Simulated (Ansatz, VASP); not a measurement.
One calculation of LiBr, two programs

```
Li Br
1.0
     0.00000    2.75499    2.75499
     2.75499    0.00000    2.75499
     2.75499    2.75499    0.00000
Li Br
1 1
Direct
  0.00000 0.00000 0.00000
  0.50000 0.50000 0.50000
```

Alike in both runs: task single point; functional PBE; k mesh 6 × 6 × 6; no spin polarisation.

|  | VASP | Ansatz |
| --- | --- | --- |
| version | VASP 6.6.1 | Ansatz 0.2.0 |
| potentials or method | VASP PAW PBE potentials, release 64 (Li_sv, Br) | plane waves, PAW |
| plane-wave cutoff (eV) | 750 | 420 |
| occupations | gaussian, width 0.01 eV | fixed |
| valence electrons in the cell | 10 | 10 |

|  | VASP | Ansatz | Ansatz less VASP |
| --- | --- | --- | --- |
| gap on the k mesh at the Fermi level (eV) | 4.92 | 4.92 | -0.004 |
| pressure (GPa) | 0.0 | 0.0 | +0.05 |
